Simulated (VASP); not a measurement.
# TiC (Fm-3m) in VASP: further runs

Aim: see how the results for TiC move with the level of theory and the settings. Levels: revPBE, BLYP. Tasks: single point.

All numbers are computed with VASP 6.6.1; they aren't measurements. Logs are shortened: lines on timing, memory, paths and dates and some standing lists are left out, and cuts for length are marked.

### 1 The cell of the first run

The structure is cubic, space group Fm-3m (No. 225). Conventional cell: a = 4.352 Å, b = 4.352 Å, c = 4.352 Å, α = 90.00°, β = 90.00°, γ = 90.00°. Within 2.9 Å of Ti (site symmetry m-3m) lie 6 C at 2.18 Å. C (site symmetry m-3m) has 6 Ti at 2.18 Å within 2.9 Å.

### 2 Single point, revPBE

INCAR reads:

```
SYSTEM = TiC
PREC = Accurate
ENCUT = 520
EDIFF = 1E-7
ISMEAR = -1
SIGMA = 0.05
LREAL = .FALSE.
LASPH = .TRUE.
NELM = 80
ALGO = Normal
ISIF = 2
LWAVE = .FALSE.
LCHARG = .TRUE.
GGA = RE
LELF = .TRUE.
LVHAR = .TRUE.
NBANDS = 15
```

KPOINTS reads:

```
Automatic mesh
0
G
  11 11 11
  0 0 0
```

POSCAR reads:

```
TiC
1.0
    0.0000000000      2.1762242449      2.1762242449
    2.1762242449      0.0000000000      2.1762242449
    2.1762242449      2.1762242449      0.0000000000
Ti C
1 1
Direct
    0.0000000000      0.0000000000      0.0000000000
    0.5000000000      0.5000000000      0.5000000000
```

Potentials or basis: VASP PAW PBE potentials, release 64 (Ti_sv, C).

Run with:

```console
$ cat potpaw_PBE.64/Ti_sv/POTCAR potpaw_PBE.64/C/POTCAR > POTCAR
$ mpirun -np 1 vasp_std > vasp.out
```

OUTCAR:

```text
SYSTEM = TiC
   PREC = Accurate
   ENCUT = 520
   EDIFF = 1E-7
   ISMEAR = -1
   LREAL = .FALSE.
   LASPH = .TRUE.
   NELM = 80
   ISIF = 2
   GGA = RE

 ion  position               nearest neighbor table
   1  0.000  0.000  0.000-   2 2.18   2 2.18   2 2.18   2 2.18   2 2.18   2 2.18
   2  0.500  0.500  0.500-   1 2.18   1 2.18   1 2.18   1 2.18   1 2.18   1 2.18

  LATTYP: Found a face centered cubic cell.
 ALAT       =     4.3524484898

  Lattice vectors:

 A1 = (   0.0000000000,   2.1762242449,   2.1762242449)
 A2 = (   2.1762242449,   0.0000000000,   2.1762242449)
 A3 = (   2.1762242449,   2.1762242449,   0.0000000000)

Analysis of symmetry for initial positions (statically):
=====================================================================
 Subroutine PRICEL returns:
 Original cell was already a primitive cell.

 Routine SETGRP: Setting up the symmetry group for a
 face centered cubic supercell.

 Subroutine GETGRP returns: Found 48 space group operations
[... 9 lines left out ...]

 Routine SETGRP: Setting up the symmetry group for a
 face centered cubic supercell.

 Subroutine GETGRP returns: Found 48 space group operations
[... 11 lines left out ...]
                                     Primitive cell

  volume of cell :      20.6130

  direct lattice vectors                    reciprocal lattice vectors
     0.000000000  2.176224245  2.176224245    -0.229755735  0.229755735  0.229755735
     2.176224245  0.000000000  2.176224245     0.229755735 -0.229755735  0.229755735
     2.176224245  2.176224245  0.000000000     0.229755735  0.229755735 -0.229755735

  length of vectors
     3.077645842  3.077645842  3.077645842     0.397948606  0.397948606  0.397948606

  position of ions in fractional coordinates (direct lattice)
[... 8 lines left out ...]
----------------------------------------------------------------------------------------

 KPOINTS: Automatic mesh

Automatic generation of k-mesh.
 Grid dimensions read from file:
 generate k-points for:   11   11   11

 Generating k-lattice:

  Cartesian coordinates                     Fractional coordinates (reciprocal lattice)
    -0.020886885  0.020886885  0.020886885     0.090909091  0.000000000  0.000000000
     0.020886885 -0.020886885  0.020886885     0.000000000  0.090909091  0.000000000
     0.020886885  0.020886885 -0.020886885     0.000000000  0.000000000  0.090909091

  Length of vectors
     0.036177146  0.036177146  0.036177146

  Shift w.r.t. Gamma in fractional coordinates (k-lattice)
     0.000000000  0.000000000  0.000000000

 Subroutine IBZKPT returns following result:
 ===========================================

 Found     56 irreducible k-points:

 Following reciprocal coordinates:
            Coordinates               Weight
  0.000000  0.000000  0.000000      1.000000
  0.090909  0.000000  0.000000      8.000000
  0.181818  0.000000  0.000000      8.000000
  0.272727  0.000000  0.000000      8.000000
  0.363636  0.000000  0.000000      8.000000
  0.454545  0.000000  0.000000      8.000000
[... 16 lines left out ...]
 -0.272727  0.181818  0.000000     24.000000
 -0.181818  0.181818  0.000000     12.000000
 [... further k-points ...]
   k-points           NKPTS =     56   k-points in BZ     NKDIM =     56   number of bands    NBANDS=     15
   number of dos      NEDOS =    301   number of ions     NIONS =      2
   total plane-waves  NPLWV =  13824
   dimension x,y,z NGX =    24 NGY =   24 NGZ =   24
   dimension x,y,z NGXF=    48 NGYF=   48 NGZF=   48
   ions per type =               1   1
   NGX,Y,Z   is equivalent  to a cutoff of  12.96, 12.96, 12.96 a.u.
   NGXF,Y,Z  is equivalent  to a cutoff of  25.93, 25.93, 25.93 a.u.
 SYSTEM =  TiC
   PREC   = accura    normal or accurate (medium, high low for compatibility)
   ISTART =      0    job   : 0-new  1-cont  2-samecut
   ICHARG =      2    charge: 1-file 2-atom 10-const
   ISPIN  =      1    spin polarized calculation?
   LNONCOLLINEAR =      F non collinear calculations
   LSORBIT =      F    spin-orbit coupling
   LASPH  =      T    aspherical Exc in radial PAW
   ENCUT  =  520.0 eV  38.22 Ry    6.18 a.u.   5.72  5.72  5.72*2*pi/ulx,y,z
   NELM   =     80;   NELMIN=  2; NELMDL= -5     # of ELM steps
   EDIFF  = 0.1E-06   stopping-criterion for ELM
   LREAL  =      F    real-space projection
   EDIFFG = 0.1E-05   stopping-criterion for IOM
   NSW    =      0    number of steps for IOM
   IBRION =     -1    ionic relax: 0-MD 1-quasi-New 2-CG
   NFREE  =      0    steps in history (QN), initial steepest desc. (CG)
   ISIF   =      2    stress and relaxation
   ISYM   =      2    0-nonsym 1-usesym 2-fastsym
   POTIM  = 0.5000    time-step for ionic-motion
   TEBEG  =    0.0;   TEEND  =   0.0 temperature during run
   PSTRESS=    0.0 pullay stress
   NELECT =      16.0000    total number of electrons
   NUPDOWN=      -1.0000    fix difference up-down
   EMIN   =  10.00;   EMAX   =-10.00  energy-range for DOS
   EFERMI =   0.00;   METHOD = LEGACY
   ISMEAR =    -1;   SIGMA  =   0.05  broadening in eV -4-tet -1-fermi 0-gaus
   EFERMI_NEDOS =   21; number of points for ismear=-14 and -15
   IALGO  =     38    algorithm
   IMIX   =      4    mixing-type and parameters
     AMIX     =   0.40;   BMIX     =  1.00
     AMIX_MAG =   1.60;   BMIX_MAG =  1.00
  volume/ion in A,a.u.               =      10.31        69.55
  Fermi-wavevector in a.u.,A,eV,Ry     =   1.504531  2.843152 30.798338  2.263614
  Thomas-Fermi vector in A             =   2.615499
   LORBIT       =      0    0 simple, 1 ext, 2 COOP (PROOUT), +10 PAW based schemes
   GGA     = RE    functional components
   LHFCALC =     F    Hartree Fock is set to
   AEXX    =    0.0000 exact exchange contribution
   IVDW    =     0    specifies the selected vdW correction
   LEPSILON=     F    determine dielectric tensor
   LRPA    =     F    only Hartree local field effects (RPA)
 non-spin polarized calculation
  energy-cutoff  :      520.00
  volume of cell :       20.61
 maximum number of plane-waves:       564
   NGX = 11   NGY = 11   NGZ = 11

 number of electron      15.9999997 magnetization

 Free energy of the ion-electron system (eV)
  ---------------------------------------------------
  ext. energy  EPLUGINS =         0.00000000
  ---------------------------------------------------
  free energy    TOTEN  =       -17.96947392 eV

  energy without entropy =      -17.96710835  energy(sigma->0) =      -17.96829113

 E-fermi :   9.3933     XC(G=0): -12.5532

 val. band max:        9.2517118249   @ k =   0.1818   0.1818   0.0000
 cond. band min:       9.4862707681   @ k =   0.0909   0.0000   0.0000
 fundamental gap:      0.2345589433
 Fermi energy:         9.3933393512

 k-point     1 :       0.0000    0.0000    0.0000
  band No.  band energies     occupation
      1     -47.4085      2.00000
      2     -23.3893      2.00000
      3     -23.3893      2.00000
      4     -23.3893      2.00000
      5      -3.0503      2.00000
      6      10.0291      0.00001
      7      10.0291      0.00001
      8      10.0291      0.00001
      9      10.9895      0.00000
     10      10.9895      0.00000
     11      10.9895      0.00000
     12      11.0047      0.00000
     13      11.0047      0.00000
     14      19.5847      0.00000
     15      23.2890      0.00000

 k-point     2 :       0.0909    0.0000    0.0000
  band No.  band energies     occupation
      1     -47.4032      2.00000
      2     -23.4277      2.00000
      3     -23.3930      2.00000
      4     -23.3930      2.00000
      5      -2.8679      2.00000
      6       9.2193      1.94031
      7       9.4863      0.26973
      8       9.4863      0.26972
      9      10.3415      0.00000
     10      10.3415      0.00000
     11      11.3754      0.00000
     12      12.4599      0.00000
     13      12.4599      0.00000
     14      19.9143      0.00000
     15      23.3271      0.00000

 k-point     3 :       0.1818    0.0000    0.0000
  band No.  band energies     occupation
      1     -47.3889      2.00000
      2     -23.5294      2.00000
      3     -23.4027      2.00000
      4     -23.4027      2.00000
      5      -2.3443      2.00000
      6       7.7862      2.00000
      7       8.3657      2.00000
      8       8.3657      2.00000
      9      10.6797      0.00000
     10      10.6797      0.00000
     11      11.7981      0.00000
     12      13.9836      0.00000
     13      13.9836      0.00000
     14      20.4609      0.00000
     15      23.2628      0.00000

 k-point     4 :       0.2727    0.0000    0.0000
  band No.  band energies     occupation
      1     -47.3701      2.00000
      2     -23.6601      2.00000
      3     -23.4154      2.00000
      4     -23.4154      2.00000
      5      -1.5483      2.00000
      6       6.2319      2.00000
      7       7.4597      2.00000
      8       7.4597      2.00000
      9      11.2163      0.00000
     10      11.2163      0.00000
     11      12.2254      0.00000
     12      15.4100      0.00000
     13      15.4100      0.00000
     14      19.9946      0.00000
     15      23.7826      0.00000
[... 307 lines left out ...]
 k-point    22 :      -0.3636    0.1818    0.0000
  band No.  band energies     occupation
      1     -47.3362      2.00000
      2     -23.7829      2.00000
      3     -23.5368      2.00000
      4     -23.4455      2.00000
      5      -0.0276      2.00000
      6       4.4241      2.00000
      7       6.5096      2.00000
      8       6.7120      2.00000
      9      11.8423      0.00000
     10      12.1741      0.00000
     11      13.0776      0.00000
     12      15.2538      0.00000
     13      17.0183      0.00000
     14      19.5825      0.00000
     15      23.2228      0.00000

 k-point    23 :      -0.2727    0.1818    0.0000
  band No.  band energies     occupation
      1     -47.3478      2.00000
      2     -23.7210      2.00000
      3     -23.5266      2.00000
      4     -23.4252      2.00000
      5      -0.6362      2.00000
      6       5.1448      2.00000
      7       6.8337      2.00000
      8       6.8793      2.00000
      9      11.3199      0.00000
     10      12.2336      0.00000
     11      13.0386      0.00000
     12      14.3481      0.00000
     13      17.1064      0.00000
     14      20.2641      0.00000
     15      22.7993      0.00000

 k-point    24 :      -0.1818    0.1818    0.0000
  band No.  band energies     occupation
      1     -47.3637      2.00000
      2     -23.6448      2.00000
      3     -23.4900      2.00000
      4     -23.4082      2.00000
      5      -1.3635      2.00000
      6       6.1115      2.00000
      7       7.1951      2.00000
      8       7.4273      2.00000
      9      10.8638      0.00000
     10      11.9317      0.00000
     11      12.8518      0.00000
     12      13.5950      0.00000
     13      16.4616      0.00000
     14      20.9516      0.00000
     15      22.6736      0.00000

 [... further k-points ...]
[... 5 lines left out ...]
  --------------------------------------------------------------------------------------
  -------------------------------------------------------------------------------------
  Total        0.0268609      0.0268609      0.0268609      0.0000000      0.0000000     -0.0000000
  in kB        2.0878040      2.0878040      2.0878040      0.0000000      0.0000000     -0.0000000
  external PRESSURE =       2.0878040 kB  Pullay stress =       0.0000000 kB

 VOLUME and BASIS-vectors are now :
 -----------------------------------------------------------------------------
  energy-cutoff  :      520.00
  volume of cell :       20.61
      direct lattice vectors                 reciprocal lattice vectors
     0.000000000  2.176224245  2.176224245    -0.229755735  0.229755735  0.229755735
     2.176224245  0.000000000  2.176224245     0.229755735 -0.229755735  0.229755735
     2.176224245  2.176224245  0.000000000     0.229755735  0.229755735 -0.229755735

 POSITION                                       TOTAL-FORCE (eV/Angst)
 -----------------------------------------------------------------------------------
      0.00000      0.00000      0.00000         0.000000      0.000000     -0.000000
      2.17622      2.17622      2.17622        -0.000000     -0.000000      0.000000
 -----------------------------------------------------------------------------------
    total drift:                                0.000000     -0.000000     -0.000000

  FREE ENERGIE OF THE ION-ELECTRON SYSTEM (eV)
  ---------------------------------------------------
  free  energy   TOTEN  =       -17.9694739181 eV

  energy  without entropy=      -17.9671083498  energy(sigma->0) =      -17.96829113
```

It took 35 s on 1 thread of AMD EPYC 7R43 (Zen 3), shared host; peak memory 0.11 GiB.

Results:

* Free energy: -17.9695 eV
* Pressure: 0.2 GPa
* Band gap on the k mesh: zero (band 8 reaches 10.03 eV, above the bottom of band 9 at 8.92 eV)

Levels at points of the mesh, in eV from the Fermi level:
| k point | band 6 | band 7 | band 8 | band 9 | band 10 | band 11 |
| --- | --- | --- | --- | --- | --- | --- |
| (0.00, 0.00, 0.00) | 0.64 | 0.64 | 0.64 | 1.60 | 1.60 | 1.60 |

Caveat: the PAW data sets were made with another functional, which shifts forces and pressure a little.

(Continued in part 2 of 2.)
